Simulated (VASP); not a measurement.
Write the native input for VASP 6.6.1 that does the following.

- Task: single point
- Functional: PBEsol
- Potentials or basis: VASP PAW PBE potentials, release 64 (Pt)
- Cutoff: 520 eV
- k mesh: 20 × 20 × 20
- Occupations: gaussian, width 0.15 eV
- Spin: no spin polarisation
- Dipole correction: no
- Further INCAR settings: ALGO = Fast; EDIFF = 1e-06; NBANDS = 11

The structure of Pt lies in POSCAR:

```
Pt
1.0
    0.0000000000      2.0068475000      1.9579000000
    2.0068475000      0.0000000000      1.9579000000
    2.0068475000      2.0068475000      0.0000000000
Pt
1
Direct
    0.0000000000      0.0000000000      0.0000000000
```

This cell differs from its parent crystal: strain +0.0250 x Voigt [1, 1, 0, 0, 0, 0].

These files were run (other wordings do the same):

INCAR

```
PREC = Accurate ; ENCUT = 520
EDIFF = 1E-6 ; ISMEAR = 0
SIGMA = 0.15 ; LREAL = False
LASPH = True ; NELM = 100
ALGO = Fast ; ISIF = 2
LWAVE = False ; LCHARG = True
GGA = PS ; LELF = True
LVHAR = True ; NBANDS = 11
```

KPOINTS

```
regular mesh
0
Gamma
  20 20 20
```

Potentials or basis: VASP PAW PBE potentials, release 64 (Pt).

Command:

```sh
$ cat potpaw_PBE.64/Pt/POTCAR > POTCAR
$ mpirun -np 1 vasp_std > vasp.out
```

Results of the run:

The pressure is -12.3 GPa and the band gap on the k mesh is zero (band 5 reaches 10.80 eV, above the bottom of band 6 at 8.68 eV).

Caveat: the cell differs from its parent crystal (strain +0.0250 x Voigt [1, 1, 0, 0, 0, 0]); the PAW data sets were made with another functional, which shifts forces and pressure a little; spin-orbit coupling is left out, which moves the levels of the heavy elements.

Wall time 44 s on 1 thread of Intel(R) Xeon(R) 6975P-C (Granite Rapids) (shared host), peak memory 0.23 GiB.
